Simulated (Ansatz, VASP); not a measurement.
**BN in VASP and in Ansatz**

File INCAR:

```
SYSTEM = BN
PREC = Accurate
ENCUT = 520
EDIFF = 1E-6
ISMEAR = 0
SIGMA = 0.05
LREAL = .False.
LASPH = .True.
NELM = 80
ALGO = Normal
ISIF = 2
LWAVE = .False.
LCHARG = .False.
GGA = PS
NBANDS = 26
```

KPOINTS

```
regular mesh
0
Gamma
  6 6 10
  0 0 0
```

The input POSCAR:

```
BN
1.0
    4.2993000000      0.0000000000      0.0000000000
    0.0000000000      4.2993000000      0.0000000000
    0.0000000000      0.0000000000      2.3096000000
B N
4 4
Direct
    0.1741337327      0.8258662673      0.5000000000
    0.3258662673      0.3258662673      0.0000000000
    0.6741337327      0.6741337327      0.0000000000
    0.8258662673      0.1741337327      0.5000000000
    0.8123909516      0.8123909516      0.5000000000
    0.3123909516      0.6876090484      0.0000000000
    0.6876090484      0.3123909516      0.0000000000
    0.1876090484      0.1876090484      0.5000000000
```

Input for Ansatz:

```yaml
crystal:
  lattice:
    - [4.2993, 0.0, 0.0]
    - [0.0, 4.2993, 0.0]
    - [0.0, 0.0, 2.3096]
  atoms:
    - { symbol: B, position: [0.1741337327, 0.8258662673, 0.5] }
    - { symbol: B, position: [0.3258662673, 0.3258662673, 0.0] }
    - { symbol: B, position: [0.6741337327, 0.6741337327, 0.0] }
    - { symbol: B, position: [0.8258662673, 0.1741337327, 0.5] }
    - { symbol: "N", position: [0.8123909516, 0.8123909516, 0.5] }
    - { symbol: "N", position: [0.3123909516, 0.6876090484, 0.0] }
    - { symbol: "N", position: [0.6876090484, 0.3123909516, 0.0] }
    - { symbol: "N", position: [0.1876090484, 0.1876090484, 0.5] }
basis:
  ecutwfc: 520.0
kpoints:
  mp_grid: { grid: [6, 6, 10] }
hamiltonian:
  xc: pbesol
  pseudopotentials: { kind: paw, azcp: { folder: soft_1 } }
scf:
  occupations: { method: gaussian, width: 0.05 }
output:
  forces: true
  stress: true
  eigenvalues: true
```

Alike in both runs: task single point; functional PBEsol; k mesh 6 × 6 × 10; occupations gaussian, width 0.05 eV; no spin polarisation.

|  | VASP | Ansatz |
| --- | --- | --- |
| version | VASP 6.6.1 | Ansatz 0.2.0 |
| potentials or method | VASP PAW PBE potentials, release 64 (B, N), cutoff 520 eV | scalar-relativistic, plane waves, PAW |
| valence electrons in the cell | 32 | 32 |

```tsv
	VASP	Ansatz	Ansatz less VASP
gap on the k mesh at the Fermi level (eV)	4.35	4.37	+0.020
least direct gap on the mesh (eV)	5.90	5.91	+0.018
rms of the force components (eV/Å)	0.580	0.571	-0.0085
```

VASP's potentials were made for PBE, not for PBEsol, and Ansatz warns of the same on its side. Atom by atom the forces differ by 0.009 eV/Å (rms over components).
